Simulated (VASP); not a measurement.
# SnSe2 (P-3m1) in VASP: single point with PBEsol+D3(BJ)

Aim: the single point of SnSe2 with PBEsol+D3(BJ).

Everything below comes from runs of VASP 6.6.1. Logs are shortened: lines on timing, memory, paths and dates and some standing lists are left out, and cuts for length are marked.

**1. The cell of the first run**

The structure is trigonal, space group P-3m1 (No. 164). Conventional cell: a = 3.791 Å, b = 3.791 Å, c = 5.762 Å, α = 90.00°, β = 90.00°, γ = 120.00°. Sn (site symmetry -3m) has 6 Se at 2.70 Å within 3.6 Å. Se (site symmetry 3m) has 3 Sn at 2.70 Å and 3 Se at 3.39 Å within 3.6 Å.

**2. Single point, PBEsol+D3(BJ)**

File INCAR:

```
SYSTEM = SnSe2
ALGO = Normal
EDIFF = 1E-6
ENCUT = 520
GGA = PS
ISIF = 2
ISMEAR = 0
IVDW = 12
LASPH = .True.
LCHARG = .False.
LREAL = .False.
LWAVE = .False.
NBANDS = 20
NELM = 80
PREC = Accurate
SIGMA = 0.03
```

File KPOINTS:

```
k-points
0
Gamma
  15 15 9
  0 0 0
```

File POSCAR:

```
SnSe2
1.0
    3.7908185234      0.0000000000      0.0000000000
   -1.8954092617      3.2829451424      0.0000000000
    0.0000000000      0.0000000000      5.7624058098
Sn Se
1 2
Direct
    0.0000000000      0.0000000000      0.0000000000
    0.3333333333      0.6666666667      0.2751736914
    0.6666666667      0.3333333333      0.7248263086
```

Potentials or basis: VASP PAW PBE potentials, release 64 (Sn_d, Se).

Started as:

```sh
$ cat potpaw_PBE.64/Sn_d/POTCAR potpaw_PBE.64/Se/POTCAR > POTCAR
$ mpirun -np 1 vasp_std > vasp.out
```

OUTCAR:

```text
SYSTEM = SnSe2
   EDIFF = 1E-6
   ENCUT = 520
   GGA = PS
   ISIF = 2
   ISMEAR = 0
   IVDW = 12
   LASPH = .True.
   LREAL = .False.
   NELM = 80
   PREC = Accurate
 IVDW          = 12

 ion  position               nearest neighbor table
   1  0.000  0.000  0.000-   2 2.70   3 2.70   2 2.70   3 2.70   3 2.70   2 2.70
   2  0.333  0.667  0.275-   1 2.70   1 2.70   1 2.70
   3  0.667  0.333  0.725-   1 2.70   1 2.70   1 2.70

  LATTYP: Found a hexagonal cell.
 ALAT       =     3.7908185234
 C/A-ratio  =     1.5200954027

  Lattice vectors:

 A1 = (   3.7908185234,   0.0000000000,   0.0000000000)
 A2 = (  -1.8954092617,   3.2829451424,   0.0000000000)
 A3 = (   0.0000000000,   0.0000000000,   5.7624058098)

Analysis of symmetry for initial positions (statically):
=====================================================================
 Subroutine PRICEL returns:
 Original cell was already a primitive cell.

 Routine SETGRP: Setting up the symmetry group for a
 hexagonal supercell.

 Subroutine GETGRP returns: Found 12 space group operations
 (whereof 12 operations were pure point group operations)
 out of a pool of 24 trial point group operations.

The static configuration has the point symmetry D_3d.

Analysis of symmetry for dynamics (positions and initial velocities):
=====================================================================
 Subroutine PRICEL returns:
 Original cell was already a primitive cell.

 Routine SETGRP: Setting up the symmetry group for a
 hexagonal supercell.

 Subroutine GETGRP returns: Found 12 space group operations
 (whereof 12 operations were pure point group operations)
 out of a pool of 24 trial point group operations.

The dynamic configuration has the point symmetry D_3d.

 Subroutine INISYM returns: Found 12 space group operations
 (whereof 12 operations are pure point group operations),
 and found     1 'primitive' translations

----------------------------------------------------------------------------------------

                                     Primitive cell

  volume of cell :      71.7134

  direct lattice vectors                    reciprocal lattice vectors
     3.790818523  0.000000000  0.000000000     0.263795271  0.152302271  0.000000000
    -1.895409262  3.282945142  0.000000000     0.000000000  0.304604542  0.000000000
     0.000000000  0.000000000  5.762405810     0.000000000  0.000000000  0.173538628

  length of vectors
     3.790818523  3.790818523  5.762405810     0.304604542  0.304604542  0.173538628

  position of ions in fractional coordinates (direct lattice)
     0.000000000  0.000000000  0.000000000
     0.333333333  0.666666667  0.275173691
     0.666666667  0.333333333  0.724826309

  ion indices of the primitive-cell ions
   primitive index   ion index
                 1           1
                 2           2
                 3           3

----------------------------------------------------------------------------------------

 KPOINTS: k-points

Automatic generation of k-mesh.
 Grid dimensions read from file:
 generate k-points for:   15   15    9

 Generating k-lattice:

  Cartesian coordinates                     Fractional coordinates (reciprocal lattice)
     0.017586351  0.010153485  0.000000000     0.066666667  0.000000000  0.000000000
     0.000000000  0.020306969  0.000000000     0.000000000  0.066666667  0.000000000
     0.000000000  0.000000000  0.019282070     0.000000000  0.000000000  0.111111111

  Length of vectors
     0.020306969  0.020306969  0.019282070

  Shift w.r.t. Gamma in fractional coordinates (k-lattice)
     0.000000000  0.000000000  0.000000000

 Subroutine IBZKPT returns following result:
 ===========================================

 Found    211 irreducible k-points:

 Following reciprocal coordinates:
            Coordinates               Weight
  0.000000  0.000000  0.000000      1.000000
  0.066667 -0.000000  0.000000      6.000000
  0.133333 -0.000000  0.000000      6.000000
  0.200000 -0.000000  0.000000      6.000000
  0.266667 -0.000000  0.000000      6.000000
  0.333333 -0.000000  0.000000      6.000000
[... 16 lines left out ...]
  0.333333  0.200000  0.000000     12.000000
  0.400000  0.200000  0.000000      6.000000
 [... further k-points ...]
   k-points           NKPTS =    211   k-points in BZ     NKDIM =    211   number of bands    NBANDS=     20
   number of dos      NEDOS =    301   number of ions     NIONS =      3
   total plane-waves  NPLWV =  37632
   dimension x,y,z NGX =    28 NGY =   28 NGZ =   48
   dimension x,y,z NGXF=    56 NGYF=   56 NGZF=   96
   ions per type =               1   2
   NGX,Y,Z   is equivalent  to a cutoff of  12.28, 12.28, 13.85 a.u.
   NGXF,Y,Z  is equivalent  to a cutoff of  24.56, 24.56, 27.70 a.u.
 SYSTEM =  SnSe2
   PREC   = accura    normal or accurate (medium, high low for compatibility)
   ISTART =      0    job   : 0-new  1-cont  2-samecut
   ICHARG =      2    charge: 1-file 2-atom 10-const
   ISPIN  =      1    spin polarized calculation?
   LNONCOLLINEAR =      F non collinear calculations
   LSORBIT =      F    spin-orbit coupling
   LASPH  =      T    aspherical Exc in radial PAW
   ENCUT  =  520.0 eV  38.22 Ry    6.18 a.u.   7.05  7.05 10.71*2*pi/ulx,y,z
   NELM   =     80;   NELMIN=  2; NELMDL= -5     # of ELM steps
   EDIFF  = 0.1E-05   stopping-criterion for ELM
   LREAL  =      F    real-space projection
   EDIFFG = 0.1E-04   stopping-criterion for IOM
   NSW    =      0    number of steps for IOM
   IBRION =     -1    ionic relax: 0-MD 1-quasi-New 2-CG
   NFREE  =      0    steps in history (QN), initial steepest desc. (CG)
   ISIF   =      2    stress and relaxation
   ISYM   =      2    0-nonsym 1-usesym 2-fastsym
   POTIM  = 0.5000    time-step for ionic-motion
   TEBEG  =    0.0;   TEEND  =   0.0 temperature during run
   PSTRESS=    0.0 pullay stress
   NELECT =      26.0000    total number of electrons
   NUPDOWN=      -1.0000    fix difference up-down
   EMIN   =  10.00;   EMAX   =-10.00  energy-range for DOS
   EFERMI =   0.00;   METHOD = LEGACY
   ISMEAR =     0;   SIGMA  =   0.03  broadening in eV -4-tet -1-fermi 0-gaus
   EFERMI_NEDOS =   21; number of points for ismear=-14 and -15
   IALGO  =     38    algorithm
   IMIX   =      4    mixing-type and parameters
     AMIX     =   0.40;   BMIX     =  1.00
     AMIX_MAG =   1.60;   BMIX_MAG =  1.00
  volume/ion in A,a.u.               =      23.90       161.32
  Fermi-wavevector in a.u.,A,eV,Ry     =   1.167345  2.205962 18.540574  1.362694
  Thomas-Fermi vector in A             =   2.303846
   LORBIT       =      0    0 simple, 1 ext, 2 COOP (PROOUT), +10 PAW based schemes
   GGA     = PS    functional components
   LHFCALC =     F    Hartree Fock is set to
   AEXX    =    0.0000 exact exchange contribution
   IVDW    =    12    specifies the selected vdW correction
   LEPSILON=     F    determine dielectric tensor
   LRPA    =     F    only Hartree local field effects (RPA)
 non-spin polarized calculation
 Gauss-broadening in eV      SIGMA  =   0.03
  energy-cutoff  :      520.00
  volume of cell :       71.71
 maximum number of plane-waves:      1947
   NGX = 15   NGY = 15   NGZ = 21

 number of electron      26.0000000 magnetization

 Free energy of the ion-electron system (eV)
  ---------------------------------------------------
  ext. energy  EPLUGINS =         0.00000000
  ---------------------------------------------------
  free energy    TOTEN  =       -12.94399350 eV

  energy without entropy =      -12.94392671  energy(sigma->0) =      -12.94396011

 E-fermi :   5.3227     XC(G=0): -10.0952

 val. band max:        5.3035221371   @ k =   0.0667   0.0667   0.0000
 cond. band min:       5.3419359406   @ k =   0.0000   0.4000   0.3333
 fundamental gap:      0.0384138035
 Fermi energy:         5.3227204627

 k-point     1 :       0.0000    0.0000    0.0000
  band No.  band energies     occupation
      1     -16.2644      2.00000
      2     -16.2644      2.00000
      3     -16.2254      2.00000
      4     -16.2108      2.00000
      5     -16.2108      2.00000
      6      -9.2555      2.00000
[... 12 lines left out ...]
     19      14.0248      0.00000
     20      14.0248      0.00000

 k-point     2 :       0.0667   -0.0000    0.0000
  band No.  band energies     occupation
      1     -16.2664      2.00000
      2     -16.2625      2.00000
      3     -16.2240      2.00000
      4     -16.2121      2.00000
      5     -16.2106      2.00000
      6      -9.2100      2.00000
[... 12 lines left out ...]
     19      13.2755      0.00000
     20      14.0245      0.00000

 k-point     3 :       0.1333   -0.0000    0.0000
  band No.  band energies     occupation
      1     -16.2726      2.00000
      2     -16.2576      2.00000
      3     -16.2206      2.00000
      4     -16.2149      2.00000
      5     -16.2099      2.00000
      6      -9.0754      2.00000
[... 12 lines left out ...]
     19      12.9408      0.00000
     20      13.9815      0.00000

 k-point     4 :       0.2000   -0.0000    0.0000
  band No.  band energies     occupation
      1     -16.2825      2.00000
      2     -16.2513      2.00000
      3     -16.2220      2.00000
      4     -16.2118      2.00000
      5     -16.2077      2.00000
      6      -8.8570      2.00000
[... 12 lines left out ...]
     19      12.7382      0.00000
     20      14.1172      0.00000

 k-point     5 :       0.2667   -0.0000    0.0000
  band No.  band energies     occupation
      1     -16.2947      2.00000
      2     -16.2460      2.00000
      3     -16.2269      2.00000
      4     -16.2043      2.00000
      5     -16.2034      2.00000
      6      -8.5663      2.00000
[... 12 lines left out ...]
     19      13.0901      0.00000
     20      14.6180      0.00000
[... 353 lines left out ...]
      6      -8.1441      2.00000
[... 12 lines left out ...]
     19      11.5478      0.00000
     20      15.5499      0.00000

 k-point    22 :       0.2667    0.2000    0.0000
  band No.  band energies     occupation
      1     -16.3011      2.00000
      2     -16.2563      2.00000
      3     -16.2240      2.00000
      4     -16.2064      2.00000
      5     -16.1873      2.00000
      6      -7.8132      2.00000
[... 12 lines left out ...]
     19      12.2327      0.00000
     20      15.6369      0.00000

 k-point    23 :       0.3333    0.2000    0.0000
  band No.  band energies     occupation
      1     -16.3034      2.00000
      2     -16.2588      2.00000
      3     -16.2245      2.00000
      4     -16.2007      2.00000
      5     -16.1876      2.00000
      6      -7.5042      2.00000
[... 12 lines left out ...]
     19      13.3002      0.00000
     20      15.5324      0.00000

 k-point    24 :       0.4000    0.2000    0.0000
  band No.  band energies     occupation
      1     -16.3042      2.00000
      2     -16.2597      2.00000
      3     -16.2248      2.00000
      4     -16.1973      2.00000
      5     -16.1891      2.00000
      6      -7.3457      2.00000
[... 12 lines left out ...]
     19      14.0919      0.00000
     20      15.1426      0.00000

 [... further k-points ...]

------------------------ aborting loop because EDIFF is reached ----------------------------------------

 Edisp (eV)   -1.06476

 E8    (eV) :    -0.7016

  FORCE on cell =-STRESS in cart. coord.  units (eV):
  Direction    XX          YY          ZZ          XY          YZ          ZX
  --------------------------------------------------------------------------------------
  -------------------------------------------------------------------------------------
  Total       0.06209     0.06209     0.06483     0.00000     0.00000     0.00000
  in kB       1.38718     1.38718     1.44837     0.00000     0.00000     0.00000
  external pressure =        1.41 kB  Pullay stress =        0.00 kB

 VOLUME and BASIS-vectors are now :
 -----------------------------------------------------------------------------
  energy-cutoff  :      520.00
  volume of cell :       71.71
      direct lattice vectors                 reciprocal lattice vectors
     3.790818523  0.000000000  0.000000000     0.263795271  0.152302271  0.000000000
    -1.895409262  3.282945142  0.000000000     0.000000000  0.304604542  0.000000000
     0.000000000  0.000000000  5.762405810     0.000000000  0.000000000  0.173538628

 POSITION                                       TOTAL-FORCE (eV/Angst)
 -----------------------------------------------------------------------------------
      0.00000      0.00000      0.00000         0.000000      0.000000      0.000000
     -0.00000      2.18863      1.58566        -0.000000     -0.000000      0.022246
      1.89541      1.09432      4.17674         0.000000      0.000000     -0.022246
 -----------------------------------------------------------------------------------
    total drift:                                0.000000      0.000000      0.000000

  FREE ENERGIE OF THE ION-ELECTRON SYSTEM (eV)
  ---------------------------------------------------
  free  energy   TOTEN  =       -14.0087508324 eV

  energy  without entropy=      -14.0086840407  energy(sigma->0) =      -14.00871744
```

Run time: 3.3 min. Hardware: 1 thread of AMD EPYC 7R43 (Zen 3), shared host; peak memory 0.37 GiB.

Results:

```
Free energy                : -14.0088 eV
Pressure                   : 0.1 GPa
Largest force              : 0.022 eV/Å
Band gap on the k mesh     : 0.04 eV (least direct gap 0.70 eV)
Dispersion energy per atom : -0.355 eV
```

Forces on the atoms (eV/Å):
```
Sn   0.000  0.000  0.000
Se   0.000  0.000  0.022
Se   0.000  0.000 -0.022
```

Levels at points of the mesh, in eV from the valence-band top:
```tsv
k point	band 9	band 10	band 11	band 12	band 13	band 14	band 15	band 16	band 17	band 18
(0.00, 0.00, 0.00)	-0.97	-0.97	-0.91	-0.91	-0.18	0.52	2.65	4.32	4.32	7.88
```

Caveat: the PAW data sets were made with another functional, which shifts forces and pressure a little; spin-orbit coupling is left out, which moves the levels of the heavy elements; an odd mesh through Γ misses points on the zone boundary, where band edges can lie.
